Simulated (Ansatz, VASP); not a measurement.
**Two plane-wave programs on Pd**

```
CELL_PARAMETERS angstrom
-2.97170 3.38312 1.34121
3.38312 -2.97170 1.34121
1.91218 1.91218 -0.58769
ATOMIC_POSITIONS crystal
Pd 0.00797 0.99203 0.00000
Pd 0.74203 0.25797 0.50000
```

Alike in both runs: task single point; functional revPBE; k mesh 14 × 14 × 13; occupations fermi-dirac, width 0.05 eV; collinear spin.

|  | VASP | Ansatz |
| --- | --- | --- |
| version | VASP 6.6.1 | Ansatz 0.2.0 |
| potentials or method | VASP PAW PBE potentials, release 64 (Pd), cutoff 520 eV | plane waves (420 eV) with PAW, scalar-relativistic |
| valence electrons in the cell | 20 | 36 |

|  | VASP | Ansatz | Ansatz less VASP |
| --- | --- | --- | --- |
| pressure (GPa) | -5.1 | -4.9 | +0.19 |
| traceless stress, the component that is largest in VASP (GPa) | 0.18 | 0.18 | -0.004 |
| net moment per atom (μB) | 0.00 | 0.00 | 0.000 |

VASP's potentials were made for PBE, not for revPBE. VASP's potentials hold 20 valence electrons a cell and Ansatz's 36, so a difference there can come from the potentials and not from the codes. Ansatz's warnings: seeded moment not kept.
